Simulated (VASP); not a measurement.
A run of VASP 6.6.1:

File INCAR:

```
ALGO     = Normal         # electronic algorithm
EDIFF    = 1E-6           # SCF threshold, eV
ENCUT    = 520            # plane-wave cutoff, eV
GGA      = PE             # functional
ISIF     = 2              # what is computed and relaxed
ISMEAR   = -4             # smearing method
LASPH    = T              # aspherical terms in the spheres
LCHARG   = F              # write CHGCAR
LREAL    = F              # projectors in reciprocal space
LWAVE    = F              # write WAVECAR
NBANDS   = 34             # bands
NELM     = 100            # most SCF steps
PREC     = Accurate       # precision mode
SIGMA    = 0.05           # smearing width, eV
```

The input KPOINTS:

```
k-points
0
Gamma
  6 6 4
```

File POSCAR:

```
SiO2
1.0
    5.1819585999      0.0000000000      0.0000000000
   -2.5909793000      4.4877077888      0.0000000000
    0.0000000000      0.0000000000      5.7525981999
Si O
3 6
Direct
    0.0000000000      0.5000000000      0.3333333333
    0.5000000000      0.5000000000      0.6666666667
    0.5000000000      0.0000000000      0.0000000000
    0.5839605948      0.7919802974      0.8333333333
    0.7919802974      0.5839605948      0.5000000000
    0.7919802974      0.2080197026      0.1666666667
    0.4160394052      0.2080197026      0.8333333333
    0.2080197026      0.4160394052      0.5000000000
    0.2080197026      0.7919802974      0.1666666667
```

Potentials or basis: VASP PAW PBE potentials, release 64 (Si, O).

Command:

```sh
$ cat potpaw_PBE.64/Si/POTCAR potpaw_PBE.64/O/POTCAR > POTCAR
$ mpirun -np 1 vasp_std > vasp.out
```

Hardware: 1 thread of Intel(R) Xeon(R) Platinum 8375C CPU @ 2.90GHz (Ice Lake), on a shared host.

Q: How long does it take, and how much memory?

A: It took 70 s on 1 thread of Intel(R) Xeon(R) Platinum 8375C CPU @ 2.90GHz (Ice Lake), on a shared host, peak memory 0.28 GiB. Counts: scf iterations 14, k points 21.
